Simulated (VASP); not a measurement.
A run of VASP 6.6.1 is set up as follows.

Contents of INCAR:

```
PREC = Accurate
ENCUT = 520
EDIFF = 1E-6
ISMEAR = -1
SIGMA = 0.05
LREAL = F
LASPH = T
NELM = 100
ALGO = Fast
ISIF = 2
LWAVE = F
LCHARG = T
GGA = PE
LELF = T
LVHAR = T
NBANDS = 16
```

The input KPOINTS:

```
Automatic mesh
0
Gamma
  9 9 9
```

Contents of POSCAR:

```
AlRu
1.0
    2.8913043096      0.0000000000      0.0000000000
    0.0000000000      2.8913043096      0.0000000000
    0.0000000000      0.0000000000      2.8913043096
Ru Al
1 1
Direct
    0.5000000000      0.5000000000      0.5000000000
    0.0000000000      0.0000000000      0.0000000000
```

Potentials or basis: VASP PAW PBE potentials, release 64 (Ru_pv, Al).

The run is started by

```sh
$ cat potpaw_PBE.64/Ru_pv/POTCAR potpaw_PBE.64/Al/POTCAR > POTCAR
$ mpirun -np 1 vasp_std > vasp.out
```

Question: What does it give for the pressure?

Answer: 29.9 GPa.
